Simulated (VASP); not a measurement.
Here is a VASP 6.6.1 calculation.

Contents of INCAR:

```
SYSTEM = AlAu
PREC     = Accurate       ! precision mode
ENCUT    = 600            ! plane-wave cutoff, eV
EDIFF    = 1E-7           ! SCF threshold, eV
ISMEAR   = 0              ! smearing method
SIGMA    = 0.1            ! smearing width, eV
LREAL    = .FALSE.        ! projectors in reciprocal space
LASPH    = .TRUE.         ! aspherical terms in the spheres
NELM     = 100            ! most SCF steps
ALGO     = Normal         ! electronic algorithm
ISIF     = 3              ! what is computed and relaxed
LWAVE    = .FALSE.        ! write WAVECAR
LCHARG   = .FALSE.        ! write CHGCAR
GGA      = PE             ! functional
IBRION   = 2              ! ionic algorithm
NSW      = 100            ! ionic steps
EDIFFG   = -0.01          ! ionic threshold
```

The input KPOINTS:

```
Automatic mesh
0
G
  24 24 24
  0 0 0
```

Contents of POSCAR:

```
AlAu
1.0
    1.5825500441      0.9136856940      4.0103185592
   -1.5825500441      0.9136856940      4.0103185592
    0.0000000000     -1.8273713879      4.0103185592
Al Au
1 1
Direct
    0.0000000000      0.0000000000      0.0000000000
    0.5000000000      0.5000000000      0.5000000000
```

Potentials or basis: VASP PAW PBE potentials, release 64 (Al, Au).

Launch:

```console
$ cat potpaw_PBE.64/Al/POTCAR potpaw_PBE.64/Au/POTCAR > POTCAR
$ mpirun -np 1 vasp_std > vasp.out
```

Problem. Predict the space group after relaxing (to 0.1 Å).

Solution. R-3m (No. 166).

Problem. Estimate the relaxed volume.

Solution. 17.37 Å³/atom.

Stress tensor (GPa, compression positive):
```
 0.06  0.00  0.00
 0.00  0.06  0.00
 0.00  0.00 -0.02
```
